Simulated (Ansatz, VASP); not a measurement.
Two plane-wave programs on B3P

```
B P
1.0
     3.87892    0.00000    0.00000
    -1.93946    3.35925    0.00000
     0.00000    0.00000    3.75863
B P
3 1
Cartesian
  3.0776 0.4626 1.8793
  1.9395 2.4340 1.8793
  0.8013 0.4626 1.8793
  0.0000 2.2395 1.8793
```

Alike in both runs: task relaxation of cell and atoms; functional PBE; k mesh 6 × 6 × 4; occupations gaussian, width 0.1 eV; no spin polarisation.

|  | VASP | Ansatz |
| --- | --- | --- |
| version | VASP 6.6.1 | Ansatz 0.2.0 |
| potentials or method | VASP PAW PBE potentials, release 64 (B, P), cutoff 500 eV | scalar-relativistic, plane waves, PAW |
| valence electrons in the cell | 14 | 14 |

VASP gave:

* gap on the k mesh at the Fermi level, each at its own relaxed structure (eV): none
* relaxed volume (Å³/atom): 12.88
* relaxed cell length with the largest relative difference (Å): 3.760

Q: What did Ansatz give for the same quantities?

A: gap on the k mesh at the Fermi level, each at its own relaxed structure (eV): none; relaxed volume (Å³/atom): 13.08; relaxed cell length with the largest relative difference (Å): 3.814.

A gap of «none» marks a metal or a gap that the smearing closes.

The k mesh is coarse, so the values compare programs but aren't converged.
